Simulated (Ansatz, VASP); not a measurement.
**Two plane-wave programs on Zn3F**

```
CELL_PARAMETERS angstrom
2.78595 0.00000 0.00000
-1.39298 2.41271 0.00000
0.00000 0.00000 8.39420
ATOMIC_POSITIONS crystal
Zn 0.00000 0.00000 0.00000
Zn 0.66667 0.33333 0.73291
Zn 0.66667 0.33333 0.26709
F 0.00000 0.00000 0.50000
```

Change from the starting cell: species swapped into the MgSn3 type (P-6m2, No. 187).

Alike in both runs: task single point; functional PBE; k mesh 6 × 6 × 2; occupations gaussian, width 0.1 eV; no spin polarisation.

```csv
,VASP,Ansatz
version,VASP 6.6.1,Ansatz 0.2.0
potentials or method,"VASP PAW PBE potentials, release 64 (Zn, F), cutoff 520 eV","scalar-relativistic, plane waves, PAW"
valence electrons in the cell,43,43
```

VASP gave:

* gap on the k mesh at the Fermi level (eV): none
* pressure (GPa): -1.7
* traceless stress, the component that is largest in VASP (GPa): -1.38
* rms of the force components (eV/Å): 0.483

Q: Which values does Ansatz return?

A: gap on the k mesh at the Fermi level (eV): none; pressure (GPa): -1.9; traceless stress, the component that is largest in VASP (GPa): -1.37; rms of the force components (eV/Å): 0.482.

Atom by atom the forces differ by 0.001 eV/Å (rms over components). A gap of «none» marks a metal or a gap that the smearing closes.

The k mesh is coarse, so the values compare programs but aren't converged.
